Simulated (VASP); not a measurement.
# NaY: relaxation of cell and atoms with PBE

The system is NaY.

```xyz
2
Lattice="0.0000 3.2096 3.2096 3.2096 0.0000 3.2096 3.2096 3.2096 0.0000" Properties=species:S:1:pos:R:3 pbc="T T T"
Na    3.2096    3.2096    3.2096
Y     0.0000    0.0000    0.0000
```

The cell was built from a structure type or drawn by symmetry, and may not be a known phase.

| Quantity | Value |
| --- | --- |
| Program | VASP 6.6.1 |
| Task | relaxation of cell and atoms |
| Functional | PBE |
| Potentials or basis | VASP PAW PBE potentials, release 64 (Na_pv, Y_sv) |
| Cutoff | 600 eV |
| k mesh | 16 × 16 × 16 |
| Occupations | gaussian, width 0.1 eV |
| Spin | no spin polarisation |
| Dipole correction | no |
| Further INCAR settings | ALGO = Normal; EDIFF = 1e-07; IBRION = 2; EDIFFG = -0.01; NSW = 100; ISIF = 3 |

- Relaxed volume: 33.18 Å³/atom
- Relaxed cell: a = 4.544 Å, b = 4.544 Å, c = 4.544 Å, α = 60.00°, β = 60.00°, γ = 60.00°
- Space group after relaxing (to 0.1 Å): Fm-3m (No. 225)
- Energy gained by relaxing: 0.1 meV/atom
- Ionic steps: 2
- Pressure after relaxing: 0.0 GPa
- Band gap on the k mesh: zero (bands 9 and 10 overlap by 1.13 eV)

The path:
| step | energy change (eV) | largest force (eV/Å) | pressure (GPa) | volume (Å³) |
| --- | --- | --- | --- | --- |
| 1 | 0.0000 | 0.0000 | 0.11 | 66.13 |
| 2 | -0.0001 | 0.0000 | 0.04 | 66.35 |

Final structure:
```
CELL_PARAMETERS angstrom
0.00000 3.21326 3.21326
3.21326 0.00000 3.21326
3.21326 3.21326 0.00000
ATOMIC_POSITIONS crystal
Na 0.50000 0.50000 0.50000
Y 0.00000 0.00000 0.00000
```

Levels at points of the mesh, in eV from the Fermi level:
```
           k point  band 7  band 8  band 9  band 10  band 11  band 12
(0.00, 0.00, 0.00)  -23.77   -4.06    0.87     0.87     0.87     1.51
(0.50, 0.00, 0.00)  -23.80   -1.79   -0.75     0.74     0.74     2.40
(0.50, 0.50, 0.00)  -23.77   -1.23   -0.38    -0.04     2.14     2.64
```

It took 4.1 min on 1 thread of Intel(R) Xeon(R) Platinum 8488C (Sapphire Rapids) (shared host), peak memory 0.36 GiB.
